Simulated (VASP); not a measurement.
Wanted: the native input for a VASP 6.6.1 run.

```
Task                   : single point
Functional             : PBE
Potentials or basis    : VASP PAW PBE potentials, release 64 (Zr_sv, Ti_sv, C)
Cutoff                 : 520 eV
k mesh                 : 8 × 4 × 4
Occupations            : gaussian, width 0.2 eV
Spin                   : no spin polarisation
Dipole correction      : no
Further INCAR settings : ALGO = Normal; EDIFF = 1e-06; NBANDS = 42
```

The structure of ZrTi3C4 lies in POSCAR:

```
ZrTi3C4
1.0
    0.0000000000      0.0000000000      3.1431360000
    3.1366240000     -4.4337270000      0.0000000000
    3.1366240000      4.4337270000      0.0000000000
Zr Ti C
1 3 4
Direct
    0.0000000000      0.5000000000      0.5000000000
    0.0000000000      0.0000000000      0.0000000000
    0.5000000000      0.0000000000      0.5000000000
    0.5000000000      0.5000000000      0.0000000000
    0.0000000000      0.7555780000      0.2444220000
    0.0000000000      0.2444220000      0.7555780000
    0.5000000000      0.7613630000      0.7613630000
    0.5000000000      0.2386370000      0.2386370000
```

One way to write it, as run:

INCAR

```
SYSTEM = ZrTi3C4
  PREC = Accurate
  ENCUT = 520
  EDIFF = 1E-6
  ISMEAR = 0
  SIGMA = 0.2
  LREAL = .False.
  LASPH = .True.
  NELM = 60
  ALGO = Normal
  ISIF = 2
  LWAVE = .False.
  LCHARG = .True.
  GGA = PE
  LELF = .True.
  LVHAR = .True.
  NBANDS = 42
```

KPOINTS

```
regular mesh
0
Gamma
  8 4 4
  0 0 0
```

Potentials or basis: VASP PAW PBE potentials, release 64 (Zr_sv, Ti_sv, C).

The run is started by

```console
$ cat potpaw_PBE.64/Zr_sv/POTCAR potpaw_PBE.64/Ti_sv/POTCAR potpaw_PBE.64/C/POTCAR > POTCAR
$ mpirun -np 1 vasp_std > vasp.out
```

Results of the run:

| Property | Result |
| --- | --- |
| Pressure | 0.1 GPa |
| Largest force | 0.007 eV/Å |
| Band gap on the k mesh | zero (bands 32 and 33 overlap by 1.11 eV) |

Wall time 110 s on 1 thread of Intel Xeon 8259CL, on a shared host, peak memory 0.26 GiB.
